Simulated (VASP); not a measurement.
A run of VASP 6.6.1:

INCAR

```
SYSTEM = YSb
PREC = Accurate
ENCUT = 600
EDIFF = 1E-7
ISMEAR = -1
SIGMA = 0.1
LREAL = .FALSE.
LASPH = .TRUE.
NELM = 60
ALGO = Normal
ISIF = 3
LWAVE = .FALSE.
LCHARG = .FALSE.
IBRION = 2
NSW = 60
EDIFFG = -0.005
```

The input KPOINTS:

```
Automatic mesh
0
G
  12 12 12
  0 0 0
```

File POSCAR:

```
YSb
1.0
    0.0000000000      3.1072325060      3.1072325060
    3.1072325060      0.0000000000      3.1072325060
    3.1072325060      3.1072325060      0.0000000000
Y Sb
1 1
Direct
    0.0000000000      0.0000000000      0.0000000000
    0.2500000000      0.2500000000      0.2500000000
```

Potentials or basis: VASP PAW LDA potentials, release 64 (Y_sv, Sb).

Launch:

```sh
$ cat potpaw_LDA.64/Y_sv/POTCAR potpaw_LDA.64/Sb/POTCAR > POTCAR
$ mpirun -np 1 vasp_std > vasp.out
```

Hardware: 1 thread of AMD EPYC 7R13, with other jobs on the host.

Problem. Estimate the wall time of this run.

Solution. Wall time 18 min on 1 thread of AMD EPYC 7R13, with other jobs on the host, peak memory 0.22 GiB. Counts: scf iterations 96, k points 72, ion steps 19.
